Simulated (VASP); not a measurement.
# SnO2 (Pbcn) in VASP: notebook, part 2 of 3

VASP 6.6.1.

## 3. Single point, LDA (9.75 Å³/atom)

This run uses another cell than the first one, of 9.75 Å³/atom.

The input, INCAR:

```
SYSTEM = SnO2
ALGO     = Normal         ! electronic algorithm
EDIFF    = 1E-7           ! SCF threshold, eV
ENCUT    = 520            ! plane-wave cutoff, eV
ISIF     = 2              ! what is computed and relaxed
ISMEAR   = 0              ! smearing method
LASPH    = .True.         ! aspherical terms in the spheres
LCHARG   = .True.         ! write CHGCAR
LELF     = .True.         ! ELF
LREAL    = .False.        ! projectors in reciprocal space
LVHAR    = .True.       
LWAVE    = .False.        ! write WAVECAR
NBANDS   = 64             ! bands
NELM     = 60             ! most SCF steps
PREC     = Accurate       ! precision mode
SIGMA    = 0.05           ! smearing width, eV
```

The input, KPOINTS:

```
k-points
0
Gamma
  6 6 6
  0 0 0
```

The input, POSCAR:

```
SnO2
1.0
    4.3578655057      0.0000000000      0.0000000000
    0.0000000000      5.5662205699      0.0000000000
    0.0000000000      0.0000000000      4.8214028297
Sn O
4 8
Direct
    0.5000000000      0.6673419135      0.7500000000
    0.0000000000      0.8326580865      0.2500000000
    0.5000000000      0.3326580865      0.2500000000
    0.0000000000      0.1673419135      0.7500000000
    0.7309254637      0.6050162923      0.0776916535
    0.2309254637      0.8949837077      0.9223083465
    0.7690745363      0.8949837077      0.5776916535
    0.2690745363      0.6050162923      0.4223083465
    0.7309254637      0.3949837077      0.5776916535
    0.2309254637      0.1050162923      0.4223083465
    0.7690745363      0.1050162923      0.0776916535
    0.2690745363      0.3949837077      0.9223083465
```

Potentials or basis: VASP PAW LDA potentials, release 64 (Sn_d, O).

Started as:

```sh
cat potpaw_LDA.64/Sn_d/POTCAR potpaw_LDA.64/O/POTCAR > POTCAR
mpirun -np 1 vasp_std > vasp.out
```

OUTCAR:

```text
SYSTEM = SnO2
   EDIFF = 1E-7
   ENCUT = 520
   ISIF = 2
   ISMEAR = 0
   LASPH = .True.
   LREAL = .False.
   NELM = 60
   PREC = Accurate

 ion  position               nearest neighbor table
   1  0.500  0.667  0.750-   5 1.91   8 1.91   7 1.92   6 1.92   9 2.00  12 2.00   3 3.05   3 3.05
                             2 3.38   2 3.38   2 3.38   2 3.38   4 3.53   4 3.53   4 3.53   4 3.53
   2  0.000  0.833  0.250-   6 1.91   7 1.91   5 1.92   8 1.92  10 2.00  11 2.00   4 3.05   4 3.05
                             1 3.38   1 3.38   1 3.38   1 3.38   3 3.53   3 3.53   3 3.53   3 3.53
   3  0.500  0.333  0.250-   9 1.91  12 1.91  11 1.92  10 1.92   5 2.00   8 2.00   1 3.05   1 3.05
                             4 3.38   4 3.38   4 3.38   4 3.38   2 3.53   2 3.53   2 3.53   2 3.53
   4  0.000  0.167  0.750-  10 1.91  11 1.91   9 1.92  12 1.92   6 2.00   7 2.00   2 3.05   2 3.05
                             3 3.38   3 3.38   3 3.38   3 3.38   1 3.53   1 3.53   1 3.53   1 3.53
   5  0.731  0.605  0.078-   1 1.91   2 1.92   3 2.00
   6  0.231  0.895  0.922-   2 1.91   1 1.92   4 2.00
   7  0.769  0.895  0.578-   2 1.91   1 1.92   4 2.00
   8  0.269  0.605  0.422-   1 1.91   2 1.92   3 2.00
   9  0.731  0.395  0.578-   3 1.91   4 1.92   1 2.00
  10  0.231  0.105  0.422-   4 1.91   3 1.92   2 2.00
  11  0.769  0.105  0.078-   4 1.91   3 1.92   2 2.00
  12  0.269  0.395  0.922-   3 1.91   4 1.92   1 2.00

  LATTYP: Found a simple orthorhombic cell.
 ALAT       =     4.3578655057
 B/A-ratio  =     1.1063679738
 C/A-ratio  =     1.2772814036

  Lattice vectors:

 A1 = (  -4.3578655057,   0.0000000000,   0.0000000000)
 A2 = (   0.0000000000,   0.0000000000,   4.8214028297)
 A3 = (   0.0000000000,   5.5662205699,   0.0000000000)

Analysis of symmetry for initial positions (statically):
=====================================================================
 Subroutine PRICEL returns:
 Original cell was already a primitive cell.

 Routine SETGRP: Setting up the symmetry group for a
 simple orthorhombic supercell.

 Subroutine GETGRP returns: Found  8 space group operations
[... 172 lines left out ...]
  energy-cutoff  :      520.00
  volume of cell :      116.95
 maximum number of plane-waves:      3180
   NGX = 17   NGY = 21   NGZ = 17

 number of electron     104.0000038 magnetization

 Free energy of the ion-electron system (eV)
  ---------------------------------------------------
  ext. energy  EPLUGINS =         0.00000000
  ---------------------------------------------------
  free energy    TOTEN  =       -80.45969557 eV

  energy without entropy =      -80.45969557  energy(sigma->0) =      -80.45969557

 E-fermi :   8.4274     XC(G=0): -12.9324

 val. band max:        8.1323241312   @ k =   0.1667   0.5000   0.3333
 cond. band min:      11.9247943568   @ k =   0.0000   0.0000   0.0000
 fundamental gap:      3.7924702256
 Fermi energy:         8.4273617785

 k-point     1 :       0.0000    0.0000    0.0000
  band No.  band energies     occupation
      1     -12.8739      2.00000
      2     -12.5572      2.00000
      3     -12.3876      2.00000
      4     -12.2165      2.00000
      5     -12.0297      2.00000
      6     -11.8509      2.00000
[... 1597 lines left out ...]
     63      20.5265      0.00000
     64      20.5265      0.00000

 [... further k-points ...]

------------------------ aborting loop because EDIFF is reached ----------------------------------------

  FORCE on cell =-STRESS in cart. coord.  units (eV):
  Direction    XX          YY          ZZ          XY          YZ          ZX
  --------------------------------------------------------------------------------------
  -------------------------------------------------------------------------------------
  Total       43.9232371     36.7644184     52.9247610      0.0000000      0.0000000     -0.0000000
  in kB      601.7239107    503.6520769    725.0397788      0.0000000      0.0000000     -0.0000000
  external PRESSURE =     610.1385888 kB  Pullay stress =       0.0000000 kB

 VOLUME and BASIS-vectors are now :
 -----------------------------------------------------------------------------
  energy-cutoff  :      520.00
  volume of cell :      116.95
      direct lattice vectors                 reciprocal lattice vectors
     4.357865506  0.000000000  0.000000000     0.229470138  0.000000000  0.000000000
     0.000000000  5.566220570  0.000000000     0.000000000  0.179655116  0.000000000
     0.000000000  0.000000000  4.821402830     0.000000000  0.000000000  0.207408515

 POSITION                                       TOTAL-FORCE (eV/Angst)
 -----------------------------------------------------------------------------------
      2.17893      3.71457      3.61605         0.000000      0.609093     -0.000000
      0.00000      4.63476      1.20535         0.000000     -0.609093     -0.000000
      2.17893      1.85165      1.20535         0.000000     -0.609093     -0.000000
      0.00000      0.93146      3.61605         0.000000      0.609093     -0.000000
      3.18527      3.36765      0.37458         1.109711     -0.432891      0.602569
      1.00634      4.98168      4.44682         1.109711      0.432891     -0.602569
      3.35152      4.98168      2.78528        -1.109711      0.432891      0.602569
      1.17259      3.36765      2.03612        -1.109711     -0.432891     -0.602569
      3.18527      2.19857      2.78528         1.109711      0.432891      0.602569
      1.00634      0.58454      2.03612         1.109711     -0.432891     -0.602569
      3.35152      0.58454      0.37458        -1.109711     -0.432891      0.602569
      1.17259      2.19857      4.44682        -1.109711      0.432891     -0.602569
 -----------------------------------------------------------------------------------
    total drift:                                0.000000      0.000000     -0.000000

  FREE ENERGIE OF THE ION-ELECTRON SYSTEM (eV)
  ---------------------------------------------------
  free  energy   TOTEN  =       -80.4596955669 eV

  energy  without entropy=      -80.4596955669  energy(sigma->0) =      -80.45969557
```

OSZICAR:

```text
N       E                     dE             d eps       ncg     rms          rms(c)
DAV:   1     0.165236628250E+04    0.16524E+04   -0.48016E+04  9648   0.277E+03
DAV:   2     0.266710870534E+03   -0.13857E+04   -0.13063E+04  8520   0.838E+02
DAV:   3    -0.657375436819E+02   -0.33245E+03   -0.32555E+03  8728   0.296E+02
DAV:   4    -0.936981850767E+02   -0.27961E+02   -0.27683E+02 10264   0.955E+01
DAV:   5    -0.944638810539E+02   -0.76570E+00   -0.76333E+00  9840   0.160E+01    0.261E+01
DAV:   6    -0.804955007593E+02    0.13968E+02   -0.41825E+01 13648   0.717E+01    0.104E+01
DAV:   7    -0.806473822133E+02   -0.15188E+00   -0.64788E+00  9480   0.111E+01    0.543E+00
DAV:   8    -0.805120433821E+02    0.13534E+00   -0.92964E-01 11672   0.109E+01    0.135E+00
DAV:   9    -0.804592989110E+02    0.52744E-01   -0.29268E-01 12448   0.749E+00    0.350E-01
DAV:  10    -0.804597166583E+02   -0.41775E-03   -0.23546E-02  9488   0.969E-01    0.163E-01
DAV:  11    -0.804597488907E+02   -0.32232E-04   -0.17157E-03 12336   0.303E-01    0.560E-02
DAV:  12    -0.804597150393E+02    0.33851E-04   -0.14827E-04 10384   0.206E-01    0.290E-02
DAV:  13    -0.804596941526E+02    0.20887E-04   -0.12129E-04 12896   0.144E-01    0.964E-03
DAV:  14    -0.804596957181E+02   -0.15656E-05   -0.22662E-05  9880   0.269E-02    0.533E-03
DAV:  15    -0.804596956495E+02    0.68658E-07   -0.10534E-06 10448   0.806E-03    0.287E-03
DAV:  16    -0.804596955669E+02    0.82595E-07   -0.40284E-07  7080   0.103E-02
   1 F= -.80459696E+02 E0= -.80459696E+02  d E =-.701975E-18
```

stdout:

```text
POSCAR found type information on POSCAR SnO
 POSCAR found :  2 types and      12 ions
 scaLAPACK will be used
 LDA part: xc-table for (Slater(with rela. corr.)+CA(PZ))
 , standard interpolation
 POSCAR, INCAR and KPOINTS ok, starting setup
 FFT: planning ... GRIDC
 FFT: planning ... GRID_SOFT
 FFT: planning ... GRID
 WAVECAR not read
 entering main loop
```

Wall time 9.2 min (1 thread of AMD EPYC 7R13 (Zen 3), shared host); peak memory 0.38 GiB.

Results:

| Property | Result |
| --- | --- |
| Free energy | -80.4597 eV |
| Pressure | 61.0 GPa |
| Largest force | 1.335 eV/Å |
| Band gap on the k mesh | 3.79 eV |

Forces on the atoms (eV/Å):
```
Sn   0.000  0.609  0.000
Sn   0.000 -0.609  0.000
Sn   0.000 -0.609  0.000
Sn   0.000  0.609  0.000
O    1.110 -0.433  0.603
O    1.110  0.433 -0.603
O   -1.110  0.433  0.603
O   -1.110 -0.433 -0.603
O    1.110  0.433  0.603
O    1.110 -0.433 -0.603
O   -1.110 -0.433  0.603
O   -1.110  0.433 -0.603
```

Stress tensor (GPa, compression positive):
```
60.17  0.00  0.00
 0.00 50.37  0.00
 0.00  0.00 72.50
```

Levels at points of the mesh, in eV from the valence-band top:
```csv
k point,band 48,band 49,band 50,band 51,band 52,band 53,band 54,band 55,band 56,band 57
"(0.00, 0.00, 0.00)",-0.49,-0.40,-0.34,-0.06,0.00,3.79,7.78,8.38,8.60,8.98
"(0.50, 0.00, 0.00)",-0.53,-0.44,-0.44,-0.10,-0.10,6.70,6.70,7.43,7.43,9.84
"(0.00, 0.50, 0.00)",-0.91,-0.81,-0.81,-0.05,-0.05,6.39,6.39,9.12,9.12,10.05
"(0.50, 0.50, 0.00)",-0.74,-0.39,-0.39,-0.18,-0.18,7.31,7.31,8.40,8.40,10.26
"(0.00, 0.00, 0.50)",-0.34,-0.28,-0.28,-0.16,-0.16,6.77,6.77,8.23,8.23,9.49
"(0.50, 0.00, 0.50)",-0.96,-0.36,-0.36,-0.36,-0.36,7.13,7.13,7.13,7.13,9.27
"(0.00, 0.50, 0.50)",-1.03,-0.32,-0.32,-0.32,-0.32,7.88,7.88,7.88,7.88,10.51
"(0.50, 0.50, 0.50)",-0.86,-0.37,-0.37,-0.37,-0.37,7.68,7.68,7.68,7.68,9.92
```

Caveat: the cell stands under pressure; spin-orbit coupling is left out, which moves the levels of the heavy elements; forces of over 1 eV/Å act on the atoms, so gaps and moduli don't describe the material at rest.

(Continued in part 3 of 3.)
